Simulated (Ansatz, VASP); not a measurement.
# Two plane-wave programs on Ru

```
CELL_PARAMETERS angstrom
2.50996 0.00000 0.00000
0.00000 2.50996 0.00000
0.00000 0.00000 2.50996
ATOMIC_POSITIONS crystal
Ru 0.00000 0.00000 0.00000
```

Alike in both runs: functional PBE; k mesh 8 × 8 × 8; occupations gaussian, width 0.1 eV; no spin polarisation.

Ansatz relaxed the structure, and its values are those at the end. VASP's run is a single point on that final structure, the one shown.

|  | VASP | Ansatz |
| --- | --- | --- |
| version | VASP 6.6.1 | Ansatz 0.2.0 |
| potentials or method | VASP PAW PBE potentials, release 64 (Ru_pv), cutoff 520 eV | scalar-relativistic, plane waves, PAW |
| valence electrons in the cell | 14 | 16 |

```tsv
	VASP	Ansatz	Ansatz less VASP
gap on the k mesh at the Fermi level (eV)	none	none	-
pressure (GPa)	0.2	0.1	-0.09
```

A gap of «none» marks a metal or a gap that the smearing closes. The functional is the same, so the differences come from potentials, cutoffs and numerics. VASP's potentials hold 14 valence electrons a cell and Ansatz's 16, so a difference there can come from the potentials and not from the codes.
